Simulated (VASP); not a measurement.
# KTaO3 (P4/mmm) in VASP: notebook

Runs on KTaO3. Level: PBE. Tasks: electric field gradients.

All numbers are computed with VASP 6.6.1; they aren't measurements. Logs are shortened: lines on timing, memory, paths and dates and some standing lists are left out, and cuts for length are marked.

### 1 The cell of the first run

Symmetry: P4/mmm, No. 123, tetragonal system. The conventional cell has a = 3.988 Å, b = 3.988 Å, c = 3.909 Å, α = 90.00°, β = 90.00°, γ = 90.00°. Within 3.7 Å of K (site symmetry 4/mmm) lie 12 O at 2.79 to 2.82 Å and 8 Ta at 3.43 Å. Ta (site symmetry 4/mmm) has 6 O at 1.95 to 1.99 Å within 2.6 Å. O (site symmetry mmm) has 2 Ta at 1.99 Å within 2.6 Å. O (site symmetry 4/mmm) has 2 Ta at 1.95 Å within 2.6 Å.

### 2 Electric field gradients, PBE (zz strain of -2 %)

Contents of INCAR:

```
PREC     = Accurate       # precision mode
ENCUT    = 520            # plane-wave cutoff, eV
EDIFF    = 1E-8           # SCF threshold, eV
ISMEAR   = -1             # smearing method
SIGMA    = 0.01           # smearing width, eV
LREAL    = False          # projectors in reciprocal space
LASPH    = True           # aspherical terms in the spheres
NELM     = 80             # most SCF steps
ALGO     = Normal         # electronic algorithm
ISIF     = 2              # what is computed and relaxed
LWAVE    = False          # write WAVECAR
LCHARG   = False          # write CHGCAR
GGA      = PE             # functional
LEFG     = True         
NBANDS   = 27             # bands
```

Contents of KPOINTS:

```
regular mesh
0
Gamma
  5 5 5
```

Contents of POSCAR:

```
KTaO3
1.0
    3.9883000000      0.0000000000      0.0000000000
    0.0000000000      3.9883000000      0.0000000000
    0.0000000000      0.0000000000      3.9085340000
K Ta O
1 1 3
Direct
    0.5000000000      0.5000000000      0.5000000000
    0.0000000000      0.0000000000      0.0000000000
    0.5000000000      0.0000000000      0.0000000000
    0.0000000000      0.5000000000      0.0000000000
    0.0000000000      0.0000000000      0.5000000000
```

Potentials or basis: VASP PAW PBE potentials, release 64 (K_sv, Ta_pv, O).

Run with:

```console
> cat potpaw_PBE.64/K_sv/POTCAR potpaw_PBE.64/Ta_pv/POTCAR potpaw_PBE.64/O/POTCAR > POTCAR
> mpirun -np 1 vasp_std > vasp.out
```

OUTCAR:

```text
PREC = Accurate
   ENCUT = 520
   EDIFF = 1E-8
   ISMEAR = -1
   LREAL = False
   LASPH = True
   NELM = 80
   ISIF = 2
   GGA = PE

 ion  position               nearest neighbor table
   1  0.500  0.500  0.500-   3 2.79   4 2.79   3 2.79   4 2.79   3 2.79   3 2.79   4 2.79   4 2.79
                             5 2.82   5 2.82   5 2.82   5 2.82   2 3.43   2 3.43   2 3.43   2 3.43
   2  0.000  0.000  0.000-   5 1.95   5 1.95   3 1.99   4 1.99   4 1.99   3 1.99   1 3.43   1 3.43
                             1 3.43   1 3.43   1 3.43   1 3.43   1 3.43   1 3.43
   3  0.500  0.000  0.000-   2 1.99   2 1.99   1 2.79   1 2.79   1 2.79   1 2.79
   4  0.000  0.500  0.000-   2 1.99   2 1.99   1 2.79   1 2.79   1 2.79   1 2.79
   5  0.000  0.000  0.500-   2 1.95   2 1.95   1 2.82   1 2.82   1 2.82   1 2.82

  LATTYP: Found a simple tetragonal cell.
 ALAT       =     3.9883000000
 C/A-ratio  =     0.9800000000

  Lattice vectors:

 A1 = (   3.9883000000,   0.0000000000,   0.0000000000)
 A2 = (   0.0000000000,   3.9883000000,   0.0000000000)
 A3 = (   0.0000000000,   0.0000000000,   3.9085340000)

Analysis of symmetry for initial positions (statically):
=====================================================================
 Subroutine PRICEL returns:
 Original cell was already a primitive cell.

 Routine SETGRP: Setting up the symmetry group for a
 simple tetragonal supercell.

 Subroutine GETGRP returns: Found 16 space group operations
 (whereof 16 operations were pure point group operations)
 out of a pool of 16 trial point group operations.

The static configuration has the point symmetry D_4h.

Analysis of symmetry for dynamics (positions and initial velocities):
=====================================================================
 Subroutine PRICEL returns:
 Original cell was already a primitive cell.

 Routine SETGRP: Setting up the symmetry group for a
 simple tetragonal supercell.

 Subroutine GETGRP returns: Found 16 space group operations
 (whereof 16 operations were pure point group operations)
 out of a pool of 16 trial point group operations.

The dynamic configuration has the point symmetry D_4h.

 Subroutine INISYM returns: Found 16 space group operations
 (whereof 16 operations are pure point group operations),
 and found     1 'primitive' translations

----------------------------------------------------------------------------------------

                                     Primitive cell

  volume of cell :      62.1712

  direct lattice vectors                    reciprocal lattice vectors
     3.988300000  0.000000000  0.000000000     0.250733395  0.000000000  0.000000000
     0.000000000  3.988300000  0.000000000     0.000000000  0.250733395  0.000000000
     0.000000000  0.000000000  3.908534000     0.000000000  0.000000000  0.255850403

  length of vectors
     3.988300000  3.988300000  3.908534000     0.250733395  0.250733395  0.255850403

  position of ions in fractional coordinates (direct lattice)
     0.500000000  0.500000000  0.500000000
     0.000000000  0.000000000  0.000000000
     0.500000000  0.000000000  0.000000000
     0.000000000  0.500000000  0.000000000
     0.000000000  0.000000000  0.500000000

  ion indices of the primitive-cell ions
   primitive index   ion index
                 1           1
                 2           2
                 3           3
                 4           4
                 5           5

----------------------------------------------------------------------------------------

 KPOINTS: regular mesh

Automatic generation of k-mesh.
 Grid dimensions read from file:
 generate k-points for:    5    5    5

 Generating k-lattice:

  Cartesian coordinates                     Fractional coordinates (reciprocal lattice)
     0.050146679  0.000000000  0.000000000     0.200000000  0.000000000  0.000000000
     0.000000000  0.050146679  0.000000000     0.000000000  0.200000000  0.000000000
     0.000000000  0.000000000  0.051170081     0.000000000  0.000000000  0.200000000

  Length of vectors
     0.050146679  0.050146679  0.051170081

  Shift w.r.t. Gamma in fractional coordinates (k-lattice)
     0.000000000  0.000000000  0.000000000

 Subroutine IBZKPT returns following result:
 ===========================================

 Found     18 irreducible k-points:

 Following reciprocal coordinates:
            Coordinates               Weight
  0.000000  0.000000  0.000000      1.000000
  0.200000  0.000000  0.000000      4.000000
  0.400000  0.000000  0.000000      4.000000
  0.200000  0.200000  0.000000      4.000000
  0.400000  0.200000  0.000000      8.000000
  0.400000  0.400000  0.000000      4.000000
[... 10 lines left out ...]
  0.400000  0.200000  0.400000     16.000000
  0.400000  0.400000  0.400000      8.000000
   k-points           NKPTS =     18   k-points in BZ     NKDIM =     18   number of bands    NBANDS=     27
   number of dos      NEDOS =    301   number of ions     NIONS =      5
   total plane-waves  NPLWV =  27000
   dimension x,y,z NGX =    30 NGY =   30 NGZ =   30
   dimension x,y,z NGXF=    60 NGYF=   60 NGZF=   60
   ions per type =               1   1   3
   NGX,Y,Z   is equivalent  to a cutoff of  12.51, 12.51, 12.76 a.u.
   NGXF,Y,Z  is equivalent  to a cutoff of  25.01, 25.01, 25.52 a.u.
 SYSTEM =  unknown system
   PREC   = accura    normal or accurate (medium, high low for compatibility)
   ISTART =      0    job   : 0-new  1-cont  2-samecut
   ICHARG =      2    charge: 1-file 2-atom 10-const
   ISPIN  =      1    spin polarized calculation?
   LNONCOLLINEAR =      F non collinear calculations
   LSORBIT =      F    spin-orbit coupling
   LASPH  =      T    aspherical Exc in radial PAW
   ENCUT  =  520.0 eV  38.22 Ry    6.18 a.u.   7.42  7.42  7.27*2*pi/ulx,y,z
   NELM   =     80;   NELMIN=  2; NELMDL= -5     # of ELM steps
   EDIFF  = 0.1E-07   stopping-criterion for ELM
   LREAL  =      F    real-space projection
   EDIFFG = 0.1E-06   stopping-criterion for IOM
   NSW    =      0    number of steps for IOM
   IBRION =     -1    ionic relax: 0-MD 1-quasi-New 2-CG
   NFREE  =      0    steps in history (QN), initial steepest desc. (CG)
   ISIF   =      2    stress and relaxation
   ISYM   =      2    0-nonsym 1-usesym 2-fastsym
   POTIM  = 0.5000    time-step for ionic-motion
   TEBEG  =    0.0;   TEEND  =   0.0 temperature during run
   PSTRESS=    0.0 pullay stress
   NELECT =      38.0000    total number of electrons
   NUPDOWN=      -1.0000    fix difference up-down
   EMIN   =  10.00;   EMAX   =-10.00  energy-range for DOS
   EFERMI =   0.00;   METHOD = LEGACY
   ISMEAR =    -1;   SIGMA  =   0.01  broadening in eV -4-tet -1-fermi 0-gaus
   EFERMI_NEDOS =   21; number of points for ismear=-14 and -15
   IALGO  =     38    algorithm
   IMIX   =      4    mixing-type and parameters
     AMIX     =   0.40;   BMIX     =  1.00
     AMIX_MAG =   1.60;   BMIX_MAG =  1.00
  volume/ion in A,a.u.               =      12.43        83.91
  Fermi-wavevector in a.u.,A,eV,Ry     =   1.389332  2.625458 26.262574  1.930245
  Thomas-Fermi vector in A             =   2.513373
   LORBIT       =      0    0 simple, 1 ext, 2 COOP (PROOUT), +10 PAW based schemes
   GGA     = PE    functional components
   LHFCALC =     F    Hartree Fock is set to
   AEXX    =    0.0000 exact exchange contribution
   IVDW    =     0    specifies the selected vdW correction
   LEPSILON=     F    determine dielectric tensor
   LRPA    =     F    only Hartree local field effects (RPA)
 non-spin polarized calculation
  energy-cutoff  :      520.00
  volume of cell :       62.17
 maximum number of plane-waves:      1695
 NGX is ok and might be reduce to    30
   NGX = 15   NGY = 15   NGZ = 15

 number of electron      37.9999985 magnetization

 Free energy of the ion-electron system (eV)
  ---------------------------------------------------
  ext. energy  EPLUGINS =         0.00000000
  ---------------------------------------------------
  free energy    TOTEN  =       -40.93496120 eV

  energy without entropy =      -40.93496120  energy(sigma->0) =      -40.93496120

 E-fermi :   2.1114     XC(G=0): -10.9793

 val. band max:        1.8314662878   @ k =   0.4000   0.4000   0.4000
 cond. band min:       4.1379077130   @ k =   0.0000   0.0000   0.0000
 fundamental gap:      2.3064414252
 Fermi energy:         2.1113566151

 k-point     1 :       0.0000    0.0000    0.0000
  band No.  band energies     occupation
      1     -32.1213      2.00000
      2     -32.0837      2.00000
      3     -32.0837      2.00000
      4     -25.3627      2.00000
      5     -15.7189      2.00000
      6     -15.0381      2.00000
[... 19 lines left out ...]
     26       9.9518      0.00000
     27      10.0622      0.00000

 k-point     2 :       0.2000    0.0000    0.0000
  band No.  band energies     occupation
      1     -32.1201      2.00000
      2     -32.1158      2.00000
      3     -32.0825      2.00000
      4     -25.3523      2.00000
      5     -15.6712      2.00000
      6     -14.9875      2.00000
[... 472 lines left out ...]
 k-point    18 :       0.4000    0.4000    0.4000
  band No.  band energies     occupation
      1     -32.2211      2.00000
      2     -32.1581      2.00000
      3     -32.1579      2.00000
      4     -25.3036      2.00000
      5     -14.2300      2.00000
      6     -14.0934      2.00000
[... 19 lines left out ...]
     26      13.3495      0.00000
     27      13.7960      0.00000

------------------------ aborting loop because EDIFF is reached ----------------------------------------

  FORCE on cell =-STRESS in cart. coord.  units (eV):
  Direction    XX          YY          ZZ          XY          YZ          ZX
  --------------------------------------------------------------------------------------
  -------------------------------------------------------------------------------------
  Total        3.0714121      3.0714121      6.4438356      0.0000000     -0.0000000      0.0000000
  in kB       79.1514985     79.1514985    166.0601787      0.0000000     -0.0000000      0.0000000
  external PRESSURE =     108.1210586 kB  Pullay stress =       0.0000000 kB

 VOLUME and BASIS-vectors are now :
 -----------------------------------------------------------------------------
  energy-cutoff  :      520.00
  volume of cell :       62.17
      direct lattice vectors                 reciprocal lattice vectors
     3.988300000  0.000000000  0.000000000     0.250733395  0.000000000  0.000000000
     0.000000000  3.988300000  0.000000000     0.000000000  0.250733395  0.000000000
     0.000000000  0.000000000  3.908534000     0.000000000  0.000000000  0.255850403

 POSITION                                       TOTAL-FORCE (eV/Angst)
 -----------------------------------------------------------------------------------
      1.99415      1.99415      1.95427         0.000000      0.000000      0.000000
      0.00000      0.00000      0.00000         0.000000      0.000000      0.000000
      1.99415      0.00000      0.00000         0.000000      0.000000      0.000000
      0.00000      1.99415      0.00000         0.000000      0.000000      0.000000
      0.00000      0.00000      1.95427         0.000000      0.000000      0.000000
 -----------------------------------------------------------------------------------
    total drift:                                0.000000     -0.000000      0.000000

  FREE ENERGIE OF THE ION-ELECTRON SYSTEM (eV)
  ---------------------------------------------------
  free  energy   TOTEN  =       -40.9349611968 eV

  energy  without entropy=      -40.9349611968  energy(sigma->0) =      -40.93496120

 Electric field gradients (V/A^2)
---------------------------------------------------------------------
 ion       V_xx      V_yy      V_zz      V_xy      V_xz      V_yz
---------------------------------------------------------------------
   1       0.969     0.969    -1.937    -0.000    -0.000    -0.000
   2      57.551    57.551  -115.101     0.000     0.000    -0.000
   3      20.826    -7.772   -13.054    -0.000     0.000     0.000
   4      -7.772    20.826   -13.054     0.000     0.000     0.000
   5      -4.190    -4.190     8.380     0.000     0.000    -0.000
---------------------------------------------------------------------

 Electric field gradients after diagonalization (V/A^2)
 (convention: |V_zz| > |V_xx| > |V_yy|)
----------------------------------------------------------------------
 ion       V_xx      V_yy      V_zz     asymmetry (V_yy - V_xx)/ V_zz
----------------------------------------------------------------------
   1       0.969     0.969    -1.937       0.000
   2      57.551    57.551  -115.101       0.000
   3     -13.054    -7.772    20.826       0.254
   4     -13.054    -7.772    20.826       0.254
   5      -4.190    -4.190     8.380       0.000
----------------------------------------------------------------------

           NMR quadrupolar parameters

 Cq : quadrupolar parameter    Cq=e*Q*V_zz/h
 eta: asymmetry parameters     (V_yy - V_xx)/ V_zz
 Q  : nuclear electric quadrupole moment in mb (millibarn)
----------------------------------------------------------------------
 ion       Cq(MHz)       eta       Q (mb)
----------------------------------------------------------------------
   1      -0.005       0.000       1.000
   2      -0.278       0.000       1.000
   3       0.050       0.254       1.000
   4       0.050       0.254       1.000
   5       0.020       0.000       1.000
----------------------------------------------------------------------
```

Run time: 1.7 min. Hardware: 1 thread of Intel Xeon 8259CL, shared host; peak memory 0.19 GiB.

What came out:

* Free energy: -40.9350 eV
* Pressure: 10.8 GPa
* Band gap on the k mesh: 2.31 eV, indirect (least direct gap 2.79 eV)

Electric field gradients, principal values (V/Å²):
```csv
atom,least,middle,greatest (by size)
1 K,0.969,0.969,-1.937
2 Ta,57.551,57.551,-115.101
3 O,-7.772,-13.054,20.826
4 O,-7.772,-13.054,20.826
5 O,-4.190,-4.190,8.380
```

Caveat: the cell differs from its parent crystal (zz strain of -2 %); without QUAD_EFG the Cq values of the log hold for a quadrupole moment of 1 mb, not for the nuclei; spin-orbit coupling is left out, which moves the levels of the heavy elements.

(Continued in part 2 of 3.)
